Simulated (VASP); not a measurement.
# Tc (P6_3/mmc) in VASP: a series of runs

The runs below take Tc through single point, relaxation of cell and atoms, with PBE.

Program: VASP 6.6.1. These are calculated values, not measurements. Logs are shortened: lines on timing, memory, paths and dates and some standing lists are left out, and cuts for length are marked.

### Step 1. The cell of the first run

Symmetry: P6_3/mmc, No. 194, hexagonal system. The conventional cell has a = 2.721 Å, b = 2.721 Å, c = 8.711 Å, α = 90.00°, β = 90.00°, γ = 120.00°. Within 3.5 Å of Tc (site symmetry -6m2) lie 12 Tc at 2.69 to 2.72 Å. Within 3.5 Å of Tc (site symmetry -3m) lie 12 Tc at 2.69 to 2.72 Å.

### Step 2. Single point, PBE

INCAR reads:

```
SYSTEM = Tc
PREC = Accurate ; ENCUT = 520
EDIFF = 1E-7 ; ISMEAR = -1
SIGMA = 0.05 ; LREAL = .False.
LASPH = .True. ; NELM = 60
ALGO = Normal ; ISIF = 2
LWAVE = .False. ; LCHARG = .False.
GGA = PE ; NBANDS = 34
```

KPOINTS reads:

```
Automatic mesh
0
Gamma
  11 11 3
  0 0 0
```

POSCAR reads:

```
Tc
1.0
    2.7209698021      0.0000000000      0.0000000000
   -1.3604849010      2.3564289715      0.0000000000
    0.0000000000      0.0000000000      8.7108257240
Tc
4
Direct
    0.6666666667      0.3333333333      0.7500000000
    0.0000000000      0.0000000000      0.5000000000
    0.3333333333      0.6666666667      0.2500000000
    0.0000000000      0.0000000000      0.0000000000
```

Potentials or basis: VASP PAW PBE potentials, release 64 (Tc_pv).

The run is started by

```console
> cat potpaw_PBE.64/Tc_pv/POTCAR > POTCAR
> mpirun -np 1 vasp_std > vasp.out
```

OUTCAR:

```text
SYSTEM = Tc
   PREC = Accurate
   ENCUT = 520
   EDIFF = 1E-7
   ISMEAR = -1
   LREAL = .False.
   LASPH = .True.
   NELM = 60
   ISIF = 2
   GGA = PE

 ion  position               nearest neighbor table
   1  0.667  0.333  0.750-   2 2.69   4 2.69   2 2.69   4 2.69   2 2.69   4 2.69
   2  0.000  0.000  0.500-   1 2.69   3 2.69   3 2.69   1 2.69   1 2.69   3 2.69
   3  0.333  0.667  0.250-   2 2.69   4 2.69   2 2.69   4 2.69   2 2.69   4 2.69
   4  0.000  0.000  0.000-   1 2.69   3 2.69   3 2.69   1 2.69   1 2.69   3 2.69

  LATTYP: Found a hexagonal cell.
 ALAT       =     2.7209698021
 C/A-ratio  =     3.2013680259

  Lattice vectors:

 A1 = (   2.7209698021,   0.0000000000,   0.0000000000)
 A2 = (  -1.3604849010,   2.3564289715,   0.0000000000)
 A3 = (   0.0000000000,   0.0000000000,   8.7108257240)

Analysis of symmetry for initial positions (statically):
=====================================================================
 Subroutine PRICEL returns:
 Original cell was already a primitive cell.

 Routine SETGRP: Setting up the symmetry group for a
 hexagonal supercell.

 Subroutine GETGRP returns: Found 24 space group operations
 (whereof 12 operations were pure point group operations)
 out of a pool of 24 trial point group operations.

The static configuration has the point symmetry D_3d.
 The point group associated with its full space group is D_6h.

Analysis of symmetry for dynamics (positions and initial velocities):
=====================================================================
 Subroutine PRICEL returns:
 Original cell was already a primitive cell.

 Routine SETGRP: Setting up the symmetry group for a
 hexagonal supercell.

 Subroutine GETGRP returns: Found 24 space group operations
 (whereof 12 operations were pure point group operations)
 out of a pool of 24 trial point group operations.

The dynamic configuration has the point symmetry D_3d.
 The point group associated with its full space group is D_6h.

 Subroutine INISYM returns: Found 24 space group operations
 (whereof 12 operations are pure point group operations),
 and found     1 'primitive' translations

----------------------------------------------------------------------------------------

                                     Primitive cell

  volume of cell :      55.8518

  direct lattice vectors                    reciprocal lattice vectors
     2.720969802  0.000000000  0.000000000     0.367516023  0.212185475  0.000000000
    -1.360484901  2.356428972  0.000000000     0.000000000  0.424370949  0.000000000
     0.000000000  0.000000000  8.710825724     0.000000000  0.000000000  0.114799679

  length of vectors
     2.720969802  2.720969802  8.710825724     0.424370949  0.424370949  0.114799679

  position of ions in fractional coordinates (direct lattice)
     0.666666667  0.333333333  0.750000000
     0.000000000  0.000000000  0.500000000
     0.333333333  0.666666667  0.250000000
     0.000000000  0.000000000  0.000000000

  ion indices of the primitive-cell ions
   primitive index   ion index
                 1           1
                 2           2
                 3           3
                 4           4

----------------------------------------------------------------------------------------

 KPOINTS: Automatic mesh

Automatic generation of k-mesh.
 Grid dimensions read from file:
 generate k-points for:   11   11    3

 Generating k-lattice:

  Cartesian coordinates                     Fractional coordinates (reciprocal lattice)
     0.033410548  0.019289589  0.000000000     0.090909091  0.000000000  0.000000000
     0.000000000  0.038579177  0.000000000     0.000000000  0.090909091  0.000000000
     0.000000000  0.000000000  0.038266560     0.000000000  0.000000000  0.333333333

  Length of vectors
     0.038579177  0.038579177  0.038266560

  Shift w.r.t. Gamma in fractional coordinates (k-lattice)
     0.000000000  0.000000000  0.000000000

 Subroutine IBZKPT returns following result:
 ===========================================

 Found     32 irreducible k-points:

 Following reciprocal coordinates:
            Coordinates               Weight
  0.000000  0.000000  0.000000      1.000000
  0.090909 -0.000000  0.000000      6.000000
  0.181818  0.000000  0.000000      6.000000
  0.272727  0.000000  0.000000      6.000000
  0.363636  0.000000  0.000000      6.000000
  0.454545  0.000000  0.000000      6.000000
[... 16 lines left out ...]
  0.090909  0.090909  0.333333     12.000000
  0.181818  0.090909  0.333333     24.000000
 [... further k-points ...]
   k-points           NKPTS =     32   k-points in BZ     NKDIM =     32   number of bands    NBANDS=     34
   number of dos      NEDOS =    301   number of ions     NIONS =      4
   total plane-waves  NPLWV =  28000
   dimension x,y,z NGX =    20 NGY =   20 NGZ =   70
   dimension x,y,z NGXF=    40 NGYF=   40 NGZF=  140
   ions per type =               4
   NGX,Y,Z   is equivalent  to a cutoff of  12.22, 12.22, 13.36 a.u.
   NGXF,Y,Z  is equivalent  to a cutoff of  24.44, 24.44, 26.72 a.u.
 SYSTEM =  Tc
   PREC   = accura    normal or accurate (medium, high low for compatibility)
   ISTART =      0    job   : 0-new  1-cont  2-samecut
   ICHARG =      2    charge: 1-file 2-atom 10-const
   ISPIN  =      1    spin polarized calculation?
   LNONCOLLINEAR =      F non collinear calculations
   LSORBIT =      F    spin-orbit coupling
   LASPH  =      T    aspherical Exc in radial PAW
   ENCUT  =  520.0 eV  38.22 Ry    6.18 a.u.   5.06  5.06 16.20*2*pi/ulx,y,z
   NELM   =     60;   NELMIN=  2; NELMDL= -5     # of ELM steps
   EDIFF  = 0.1E-06   stopping-criterion for ELM
   LREAL  =      F    real-space projection
   EDIFFG = 0.1E-05   stopping-criterion for IOM
   NSW    =      0    number of steps for IOM
   IBRION =     -1    ionic relax: 0-MD 1-quasi-New 2-CG
   NFREE  =      0    steps in history (QN), initial steepest desc. (CG)
   ISIF   =      2    stress and relaxation
   ISYM   =      2    0-nonsym 1-usesym 2-fastsym
   POTIM  = 0.5000    time-step for ionic-motion
   TEBEG  =    0.0;   TEEND  =   0.0 temperature during run
   PSTRESS=    0.0 pullay stress
   NELECT =      52.0000    total number of electrons
   NUPDOWN=      -1.0000    fix difference up-down
   EMIN   =  10.00;   EMAX   =-10.00  energy-range for DOS
   EFERMI =   0.00;   METHOD = LEGACY
   ISMEAR =    -1;   SIGMA  =   0.05  broadening in eV -4-tet -1-fermi 0-gaus
   EFERMI_NEDOS =   21; number of points for ismear=-14 and -15
   IALGO  =     38    algorithm
   IMIX   =      4    mixing-type and parameters
     AMIX     =   0.40;   BMIX     =  1.00
     AMIX_MAG =   1.60;   BMIX_MAG =  1.00
  volume/ion in A,a.u.               =      13.96        94.23
  Fermi-wavevector in a.u.,A,eV,Ry     =   1.598564  3.020849 34.768440  2.555408
  Thomas-Fermi vector in A             =   2.695994
   LORBIT       =      0    0 simple, 1 ext, 2 COOP (PROOUT), +10 PAW based schemes
   GGA     = PE    functional components
   LHFCALC =     F    Hartree Fock is set to
   AEXX    =    0.0000 exact exchange contribution
   IVDW    =     0    specifies the selected vdW correction
   LEPSILON=     F    determine dielectric tensor
   LRPA    =     F    only Hartree local field effects (RPA)
 non-spin polarized calculation
  energy-cutoff  :      520.00
  volume of cell :       55.85
 maximum number of plane-waves:      1527
   NGX = 11   NGY = 11   NGZ = 33

 number of electron      51.9999997 magnetization

 Free energy of the ion-electron system (eV)
  ---------------------------------------------------
  ext. energy  EPLUGINS =         0.00000000
  ---------------------------------------------------
  free energy    TOTEN  =       -41.34926709 eV

  energy without entropy =      -41.32319409  energy(sigma->0) =      -41.33623059

 E-fermi :  13.1327     XC(G=0): -13.9457

 val. band max:       13.1052368485   @ k =   0.0909  -0.0000   0.0000
 cond. band min:      13.1386723222   @ k =   0.3636   0.0000   0.0000
 fundamental gap:      0.0334354737
 Fermi energy:        13.1327072025

 k-point     1 :       0.0000    0.0000    0.0000
  band No.  band energies     occupation
      1     -26.4709      2.00000
      2     -25.8222      2.00000
      3     -25.7217      2.00000
      4     -25.2646      2.00000
      5     -25.2646      2.00000
      6     -25.1728      2.00000
[... 26 lines left out ...]
     33      15.0417      0.00000
     34      15.0417      0.00000

 k-point     2 :       0.0909   -0.0000    0.0000
  band No.  band energies     occupation
      1     -26.4350      2.00000
      2     -25.8337      2.00000
      3     -25.7392      2.00000
      4     -25.3445      2.00000
      5     -25.2911      2.00000
      6     -25.2273      2.00000
[... 26 lines left out ...]
     33      14.9970      0.00000
     34      15.1900      0.00000

 k-point     3 :       0.1818    0.0000    0.0000
  band No.  band energies     occupation
      1     -26.3338      2.00000
      2     -25.8904      2.00000
      3     -25.8260      2.00000
      4     -25.5462      2.00000
      5     -25.4030      2.00000
      6     -25.3594      2.00000
[... 26 lines left out ...]
     33      15.4897      0.00000
     34      15.6487      0.00000

 k-point     4 :       0.2727    0.0000    0.0000
  band No.  band energies     occupation
      1     -26.2014      2.00000
      2     -26.0230      2.00000
      3     -26.0131      2.00000
      4     -25.7937      2.00000
      5     -25.6867      2.00000
      6     -25.4445      2.00000
[... 26 lines left out ...]
     33      16.2604      0.00000
     34      16.2625      0.00000

 k-point     5 :       0.3636    0.0000    0.0000
  band No.  band energies     occupation
      1     -26.2590      2.00000
      2     -26.2460      2.00000
      3     -26.0153      2.00000
      4     -25.9531      2.00000
      5     -25.9431      2.00000
      6     -25.5195      2.00000
[... 621 lines left out ...]
 k-point    22 :       0.4545    0.0000    0.3333
  band No.  band energies     occupation
      1     -26.3513      2.00000
      2     -26.3238      2.00000
      3     -26.2169      2.00000
      4     -26.1726      2.00000
      5     -25.6794      2.00000
      6     -25.5935      2.00000
[... 26 lines left out ...]
     33      16.9334      0.00000
     34      17.6909      0.00000

 k-point    23 :       0.0909    0.0909    0.3333
  band No.  band energies     occupation
      1     -26.2953      2.00000
      2     -26.1008      2.00000
      3     -25.5628      2.00000
      4     -25.4526      2.00000
      5     -25.3922      2.00000
      6     -25.3910      2.00000
[... 26 lines left out ...]
     33      15.3911      0.00000
     34      15.9661      0.00000

 k-point    24 :       0.1818    0.0909    0.3333
  band No.  band energies     occupation
      1     -26.2054      2.00000
      2     -26.1006      2.00000
      3     -25.7874      2.00000
      4     -25.6570      2.00000
      5     -25.6287      2.00000
      6     -25.5199      2.00000
[... 26 lines left out ...]
     33      15.4998      0.00000
     34      16.0937      0.00000

 [... further k-points ...]
[... 5 lines left out ...]
  --------------------------------------------------------------------------------------
  -------------------------------------------------------------------------------------
  Total        3.3733950      3.3733950      4.0871048      0.0000000      0.0000000      0.0000000
  in kB       96.7699182     96.7699182    117.2435502      0.0000000      0.0000000      0.0000000
  external PRESSURE =     103.5944622 kB  Pullay stress =       0.0000000 kB

 VOLUME and BASIS-vectors are now :
 -----------------------------------------------------------------------------
  energy-cutoff  :      520.00
  volume of cell :       55.85
      direct lattice vectors                 reciprocal lattice vectors
     2.720969802  0.000000000  0.000000000     0.367516023  0.212185475  0.000000000
    -1.360484901  2.356428972  0.000000000     0.000000000  0.424370949  0.000000000
     0.000000000  0.000000000  8.710825724     0.000000000  0.000000000  0.114799679

 POSITION                                       TOTAL-FORCE (eV/Angst)
 -----------------------------------------------------------------------------------
      1.36048      0.78548      6.53312        -0.000000      0.000000      0.000000
      0.00000      0.00000      4.35541         0.000000      0.000000      0.000000
     -0.00000      1.57095      2.17771         0.000000     -0.000000     -0.000000
      0.00000      0.00000      0.00000         0.000000      0.000000      0.000000
 -----------------------------------------------------------------------------------
    total drift:                                0.000000     -0.000000      0.000000

  FREE ENERGIE OF THE ION-ELECTRON SYSTEM (eV)
  ---------------------------------------------------
  free  energy   TOTEN  =       -41.3492670890 eV

  energy  without entropy=      -41.3231940933  energy(sigma->0) =      -41.33623059
```

It took 80 s on 1 thread of Intel Xeon 8259CL, shared host; peak memory 0.19 GiB.

Results:

| Quantity | Value |
| --- | --- |
| Free energy | -41.3493 eV |
| Pressure | 10.4 GPa |
| Band gap on the k mesh | zero (bands 26 and 27 overlap by 3.02 eV) |

Levels at points of the mesh, in eV from the Fermi level:
| k point | band 24 | band 25 | band 26 | band 27 | band 28 | band 29 |
| --- | --- | --- | --- | --- | --- | --- |
| (0.00, 0.00, 0.00) | -1.30 | -1.30 | -1.19 | -1.19 | 0.28 | 0.28 |

Caveat: the cell stands under pressure.

### Step 3. Single point, PBE

This run uses another cell than the first one, of 14.25 Å³/atom.

INCAR reads:

```
PREC = Accurate ; ENCUT = 520
EDIFF = 1E-6 ; ISMEAR = -1
SIGMA = 0.05 ; LREAL = F
LASPH = T ; NELM = 100
ALGO = Normal ; ISIF = 2
LWAVE = F ; LCHARG = F
GGA = PE ; NBANDS = 34
```

KPOINTS reads:

```
regular mesh
0
Gamma
  11 11 3
```

POSCAR reads:

```
Tc
1.0
    2.7393552909      0.0000000000      0.0000000000
   -1.3696776454      2.3723512719      0.0000000000
    0.0000000000      0.0000000000      8.7696844400
Tc
4
Direct
    0.6666666667      0.3333333333      0.7500000000
    0.0000000000      0.0000000000      0.5000000000
    0.3333333333      0.6666666667      0.2500000000
    0.0000000000      0.0000000000      0.0000000000
```

Potentials or basis: VASP PAW PBE potentials, release 64 (Tc_pv).

The run is started by

```console
> cat potpaw_PBE.64/Tc_pv/POTCAR > POTCAR
> mpirun -np 1 vasp_std > vasp.out
```

It took 70 s on 1 thread of Intel Xeon 8259CL, shared host; peak memory 0.19 GiB.

Results (log left out):

| Property | Result |
| --- | --- |
| Free energy | -41.4000 eV |
| Pressure | 3.6 GPa |
| Band gap on the k mesh | zero (bands 26 and 27 overlap by 2.92 eV) |

Stress tensor (GPa, compression positive):
```
3.00 0.00 0.00
0.00 3.00 0.00
0.00 0.00 4.88
```

Levels at points of the mesh, in eV from the Fermi level:
| k point | band 22 | band 23 | band 24 | band 25 | band 26 | band 27 | band 28 | band 29 | band 30 | band 31 |
| --- | --- | --- | --- | --- | --- | --- | --- | --- | --- | --- |
| (0.00, 0.00, 0.00) | -1.86 | -1.51 | -1.26 | -1.26 | -1.15 | -1.15 | 0.27 | 0.27 | 0.99 | 0.99 |

Caveat: the cell stands under pressure.

[end of part 1 of 2]
